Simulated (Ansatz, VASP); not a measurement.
# W in VASP and in Ansatz

File INCAR:

```
ALGO = Normal
EDIFF = 1E-6
ENCUT = 520
GGA = RP
ISIF = 2
ISMEAR = -1
LASPH = True
LCHARG = False
LREAL = False
LWAVE = False
NBANDS = 21
NELM = 100
PREC = Accurate
SIGMA = 0.1
```

The input KPOINTS:

```
k-points
0
Gamma
  11 11 11
```

Contents of POSCAR:

```
W
1.0
    0.0000000000      2.9724168065      2.9724168065
    2.9724168065      0.0000000000      2.9724168065
    2.9724168065      2.9724168065      0.0000000000
W
2
Direct
    0.1250000000      0.1250000000      0.1250000000
    0.8750000000      0.8750000000      0.8750000000
```

Input for Ansatz:

```yaml
crystal:
  lattice:
    - [0.0, 2.9724168065, 2.9724168065]
    - [2.9724168065, 0.0, 2.9724168065]
    - [2.9724168065, 2.9724168065, 0.0]
  atoms:
    - { symbol: W, position: [0.125, 0.125, 0.125] }
    - { symbol: W, position: [0.875, 0.875, 0.875] }
hamiltonian:
  xc: rpbe
  pseudopotentials:
    kind: paw
    azcp:
      W: "pseudopotentials/W.paw.azcp"
basis:
  ecutwfc: 420
  fft_grid_basis: typed
kpoints:
  mp_grid: { grid: [11, 11, 11], shift: [0, 0, 0] }
magnetization:
  spin_polarized: false
scf:
  occupations: { method: fermi_dirac, width: 0.1 }
  lower_state_search: "off"
output:
  stress: true
  write_density: true
  write_potential: true
  elf: true
  volumetric_format: npy
```

Alike in both runs: task single point; functional RPBE; k mesh 11 × 11 × 11; occupations fermi-dirac, width 0.1 eV; no spin polarisation.

```csv
,VASP,Ansatz
version,VASP 6.6.1,Ansatz 0.2.0
potentials or method,"VASP PAW PBE potentials, release 64 (W_sv), cutoff 520 eV","plane waves (420 eV) with PAW, scalar-relativistic"
valence electrons in the cell,28,28
```

Ansatz gave:

| Item | Value |
| --- | --- |
| pressure (GPa) | -4.2 |

Task: Estimate VASP's values.

Result: Pressure (GPa): -3.9.

VASP's potentials were made for PBE, not for RPBE.

Neither program's run includes spin-orbit coupling.
